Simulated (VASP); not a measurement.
Wanted: the native input for a VASP 6.6.1 run.

```yaml
Task: single point
Functional: r2SCAN
Potentials_or_basis: VASP PAW PBE potentials, release 64 (Al, Ru_pv)
Cutoff: 520 eV
k_mesh: 11 × 11 × 11
Occupations: fermi-dirac, width 0.15 eV
Spin: no spin polarisation
Dipole_correction: no
Further_INCAR_settings: ALGO = Normal; EDIFF = 1e-06; NBANDS = 16
```

The system is AlRu.

```
Al Ru
1.0
     2.99160    0.00000    0.00000
     0.00000    2.99160    0.00000
     0.00000    0.00000    2.99160
Al Ru
1 1
Direct
  0.00000 0.00000 0.00000
  0.50000 0.50000 0.50000
```

One way to write it, as run:

POSCAR

```
AlRu
1.0
    2.9916000000      0.0000000000      0.0000000000
    0.0000000000      2.9916000000      0.0000000000
    0.0000000000      0.0000000000      2.9916000000
Al Ru
1 1
Direct
    0.0000000000      0.0000000000      0.0000000000
    0.5000000000      0.5000000000      0.5000000000
```

INCAR.step1

```
SYSTEM = AlRu
PREC = Accurate ; ENCUT = 520
ISMEAR = -1 ; SIGMA = 0.15
LREAL = .FALSE. ; LASPH = .TRUE.
NELM = 80 ; NBANDS = 16
GGA = PE ; ALGO = Normal
EDIFF = 1E-4 ; LWAVE = .TRUE.
LCHARG = .FALSE.
```

INCAR.step2

```
SYSTEM = AlRu
PREC = Accurate ; ENCUT = 520
EDIFF = 1E-6 ; ISMEAR = -1
SIGMA = 0.15 ; LREAL = .FALSE.
LASPH = .TRUE. ; NELM = 80
ALGO = Normal ; ISIF = 2
LWAVE = .FALSE. ; LCHARG = .FALSE.
METAGGA = R2SCAN ; LMIXTAU = .TRUE.
NBANDS = 16 ; ISTART = 1
```

KPOINTS

```
regular mesh
0
G
  11 11 11
  0 0 0
```

Potentials or basis: VASP PAW PBE potentials, release 64 (Al, Ru_pv).

Run with:

```sh
$ cat potpaw_PBE.64/Al/POTCAR potpaw_PBE.64/Ru_pv/POTCAR > POTCAR
$ cp INCAR.step1 INCAR
$ mpirun -np 1 vasp_std > vasp.out
$ cp INCAR.step2 INCAR
$ mpirun -np 1 vasp_std > vasp.out
```

Results of the run:

```json
{"Pressure": "-1.4 GPa"}
```

Caveat: the PAW data sets were made with another functional, which shifts forces and pressure a little.

It took 37 s on 1 thread of Intel Xeon 6975P-C, with other jobs on the host, peak memory 0.16 GiB.
